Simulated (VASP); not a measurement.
# BeH4 (I-43m) in VASP: further runs, part 2 of 2

VASP 6.6.1. The steps go on from the part before.

### 3 Single point, PBE

This run uses another cell than the first one, of 8.85 Å³/atom, 1.808 times its volume.

INCAR

```
SYSTEM = BeH4
ALGO = Normal
EDIFF = 1E-7
ENCUT = 520
GGA = PE
ISIF = 2
ISMEAR = 0
LASPH = .True.
LCHARG = .True.
LELF = .True.
LREAL = .False.
LVHAR = .True.
LWAVE = .False.
NBANDS = 11
NELM = 80
PREC = Accurate
SIGMA = 0.1
```

KPOINTS

```
k-points
0
Gamma
  6 6 6
  0 0 0
```

POSCAR

```
BeH4
1.0
   -2.2280251600      2.2280251600      2.2280251600
    2.2280251600     -2.2280251600      2.2280251600
    2.2280251600      2.2280251600     -2.2280251600
Be H
1 4
Direct
    0.0000000000      0.0000000000      0.0000000000
    0.4893361800      0.4893361800      0.4893361800
    0.0000000000      0.0000000000      0.5106638200
    0.0000000000      0.5106638200      0.0000000000
    0.5106638200      0.0000000000      0.0000000000
```

Potentials or basis: VASP PAW PBE potentials, release 64 (Be, H).

Launch:

```
$ cat potpaw_PBE.64/Be/POTCAR potpaw_PBE.64/H/POTCAR > POTCAR
$ mpirun -np 1 vasp_std > vasp.out
```

OUTCAR:

```text
SYSTEM = BeH4
   EDIFF = 1E-7
   ENCUT = 520
   GGA = PE
   ISIF = 2
   ISMEAR = 0
   LASPH = .True.
   LREAL = .False.
   NELM = 80
   PREC = Accurate

 ion  position               nearest neighbor table
   1  0.000  0.000  0.000-
   2  0.489  0.489  0.489-
   3  0.000  0.000  0.511-
   4  0.000  0.511  0.000-
   5  0.511  0.000  0.000-

  LATTYP: Found a body centered cubic cell.
 ALAT       =     4.4560503200

  Lattice vectors:

 A1 = (  -2.2280251600,   2.2280251600,   2.2280251600)
 A2 = (   2.2280251600,  -2.2280251600,   2.2280251600)
 A3 = (   2.2280251600,   2.2280251600,  -2.2280251600)

Analysis of symmetry for initial positions (statically):
=====================================================================
 Subroutine PRICEL returns:
 Original cell was already a primitive cell.

 Routine SETGRP: Setting up the symmetry group for a
 body centered cubic supercell.

 Subroutine GETGRP returns: Found 24 space group operations
 (whereof 24 operations were pure point group operations)
 out of a pool of 48 trial point group operations.

The static configuration has the point symmetry T_d .

Analysis of symmetry for dynamics (positions and initial velocities):
=====================================================================
 Subroutine PRICEL returns:
 Original cell was already a primitive cell.

 Routine SETGRP: Setting up the symmetry group for a
 body centered cubic supercell.

 Subroutine GETGRP returns: Found 24 space group operations
 (whereof 24 operations were pure point group operations)
 out of a pool of 48 trial point group operations.

The dynamic configuration has the point symmetry T_d .

 Subroutine INISYM returns: Found 24 space group operations
[... 119 lines left out ...]
   GGA     = PE    functional components
   LHFCALC =     F    Hartree Fock is set to
   AEXX    =    0.0000 exact exchange contribution
   IVDW    =     0    specifies the selected vdW correction
   LEPSILON=     F    determine dielectric tensor
   LRPA    =     F    only Hartree local field effects (RPA)
 non-spin polarized calculation
 Gauss-broadening in eV      SIGMA  =   0.10
  energy-cutoff  :      520.00
  volume of cell :       44.24
 maximum number of plane-waves:      1205
 NGX is ok and might be reduce to    30
   NGX = 15   NGY = 15   NGZ = 15

 number of electron       6.0000000 magnetization

 Free energy of the ion-electron system (eV)
  ---------------------------------------------------
  ext. energy  EPLUGINS =         0.00000000
  ---------------------------------------------------
  free energy    TOTEN  =       -12.70457260 eV

  energy without entropy =      -12.70143819  energy(sigma->0) =      -12.70300540

 E-fermi :  -1.4121     XC(G=0):  -7.8718

 val. band max:       -1.7955337970   @ k =   0.3333   0.0000   0.0000
 cond. band min:      -1.4121490071   @ k =   0.1667   0.0000   0.0000
 fundamental gap:      0.3833847900
 Fermi energy:        -1.4121490806

 k-point     1 :       0.0000    0.0000    0.0000
  band No.  band energies     occupation
      1      -9.0297      2.00000
      2      -0.0845      0.00000
      3      -0.0845      0.00000
      4      -0.0845      0.00000
      5       3.4070      0.00000
      6       3.4070      0.00000
      7       3.4070      0.00000
      8       8.9261      0.00000
      9      10.4760      0.00000
     10      10.4760      0.00000
     11      10.4760      0.00000
[... 197 lines left out ...]
 k-point    16 :       0.5000    0.5000    0.5000
  band No.  band energies     occupation
      1      -4.6711      2.00000
      2      -4.6711      2.00000
      3      -4.6711      2.00000
      4      -0.8924      0.00000
      5       3.2245      0.00000
      6       3.6422      0.00000
      7       3.6422      0.00000
      8      11.1722      0.00000
      9      11.1722      0.00000
     10      11.1722      0.00000
     11      14.7535      0.00000

------------------------ aborting loop because EDIFF is reached ----------------------------------------

  FORCE on cell =-STRESS in cart. coord.  units (eV):
  Direction    XX          YY          ZZ          XY          YZ          ZX
  --------------------------------------------------------------------------------------
  -------------------------------------------------------------------------------------
  Total       -5.2873490     -5.2873490     -5.2873490      0.0000000      0.0000000     -0.0000000
  in kB     -191.4821501   -191.4821501   -191.4821501      0.0000000      0.0000000     -0.0000000
  external PRESSURE =    -191.4821501 kB  Pullay stress =       0.0000000 kB

 VOLUME and BASIS-vectors are now :
 -----------------------------------------------------------------------------
  energy-cutoff  :      520.00
  volume of cell :       44.24
      direct lattice vectors                 reciprocal lattice vectors
    -2.228025160  2.228025160  2.228025160     0.000000000  0.224413983  0.224413983
     2.228025160 -2.228025160  2.228025160     0.224413983  0.000000000  0.224413983
     2.228025160  2.228025160 -2.228025160     0.224413983  0.224413983  0.000000000

 POSITION                                       TOTAL-FORCE (eV/Angst)
 -----------------------------------------------------------------------------------
      0.00000      0.00000      0.00000        -0.000000     -0.000000      0.000000
      1.09025      1.09025      1.09025         0.003531      0.003531      0.003531
      1.13777      1.13777     -1.13777        -0.003531     -0.003531      0.003531
      1.13777     -1.13777      1.13777        -0.003531      0.003531     -0.003531
     -1.13777      1.13777      1.13777         0.003531     -0.003531     -0.003531
 -----------------------------------------------------------------------------------
    total drift:                                0.000000      0.000000      0.000000

  FREE ENERGIE OF THE ION-ELECTRON SYSTEM (eV)
  ---------------------------------------------------
  free  energy   TOTEN  =       -12.7045725986 eV

  energy  without entropy=      -12.7014381932  energy(sigma->0) =      -12.70300540
```

stdout:

```text
POSCAR found type information on POSCAR BeH
 POSCAR found :  2 types and       5 ions
 scaLAPACK will be used
 LDA part: xc-table for (Slater+PW92), standard interpolation
 POSCAR, INCAR and KPOINTS ok, starting setup
 FFT: planning ... GRIDC
 FFT: planning ... GRID_SOFT
 FFT: planning ... GRID
 WAVECAR not read
 entering main loop
```

Run time: 5.1 s. Hardware: 1 thread of Intel Xeon 6975P-C (Granite Rapids), shared host; peak memory 0.15 GiB.

Results:

```
Free energy            : -12.7046 eV
Pressure               : -19.1 GPa
Largest force          : 0.006 eV/Å
Band gap on the k mesh : zero (band 3 reaches -0.08 eV, above the bottom of band 4 at -2.95 eV)
```

Forces in eV/Å, atoms in the order of the input:
```
Be   0.000  0.000  0.000
H    0.004  0.004  0.004
H   -0.004 -0.004  0.004
H   -0.004  0.004 -0.004
H    0.004 -0.004 -0.004
```

Levels at points of the mesh, in eV from the Fermi level:
```
           k point  band 1  band 2  band 3  band 4  band 5  band 6  band 7
(0.00, 0.00, 0.00)   -7.62    1.33    1.33    1.33    4.82    4.82    4.82
(0.50, 0.00, 0.00)   -4.71   -4.36   -0.72    0.55    4.49    6.29   10.40
(0.50, 0.50, 0.50)   -3.26   -3.26   -3.26    0.52    4.64    5.05    5.05
```
